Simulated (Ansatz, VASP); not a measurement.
## C: VASP beside Ansatz

Contents of INCAR:

```
SYSTEM = C
PREC = Accurate
ENCUT = 600
EDIFF = 1E-7
ISMEAR = -5
SIGMA = 0.02
LREAL = .False.
LASPH = .True.
NELM = 120
ALGO = Normal
ISIF = 3
LWAVE = .False.
LCHARG = .False.
GGA = PE
IBRION = 2
NSW = 100
EDIFFG = -0.005
GGA_COMPAT = .False.
NELMIN = 4
```

The input KPOINTS:

```
regular mesh
0
Gamma
  12 12 12
  0 0 0
```

POSCAR

```
C
1.0
    0.0000000000      1.7833700000      1.7833700000
    1.7833700000      0.0000000000      1.7833700000
    1.7833700000      1.7833700000      0.0000000000
C
2
Direct
    0.0000000000      0.0000000000      0.0000000000
    0.2500000000      0.2500000000      0.2500000000
```

Input for Ansatz:

```yaml
crystal:
  lattice:
    - [0.0, 1.78337, 1.78337]
    - [1.78337, 0.0, 1.78337]
    - [1.78337, 1.78337, 0.0]
  atoms:
    - { symbol: C, position: [0.0, 0.0, 0.0] }
    - { symbol: C, position: [0.25, 0.25, 0.25] }
basis:
  ecutwfc: 420
kpoints:
  mp_grid: { grid: [12, 12, 12] }
hamiltonian:
  xc: pbe
scf:
  occupations: { method: tetrahedron }
output:
  forces: true
  eigenvalues: true
  stress: true
relax:
  adjacent_minimum: "off"
  f_tol: 0.005
  max_steps: 80
  cell: { stress_tol: 0.05 }
```

Alike in both runs: task relaxation of cell and atoms; functional PBE; k mesh 12 × 12 × 12; occupations tetrahedron; no spin polarisation.

|  | VASP | Ansatz |
| --- | --- | --- |
| version | VASP 6.6.1 | Ansatz 0.2.0 |
| potentials or method | VASP PAW PBE potentials, release 64 (C), cutoff 600 eV | scalar-relativistic, plane waves, PAW |
| valence electrons in the cell | 8 | 8 |

Ansatz gave:

```
gap on the k mesh at the Fermi level, each at its own relaxed structure (eV) : 4.15
relaxed volume (Å³/atom)                                                     : 5.69
relaxed cell length with the largest relative difference (Å)                 : 2.525
```

**Question.** Which values does VASP return?

**Answer.** gap on the k mesh at the Fermi level, each at its own relaxed structure (eV): 4.14; relaxed volume (Å³/atom): 5.69; relaxed cell length with the largest relative difference (Å): 2.525.

Ansatz's warnings: band table not solved further, forces under tetrahedra, tetrahedron derivatives may miss energy slope.
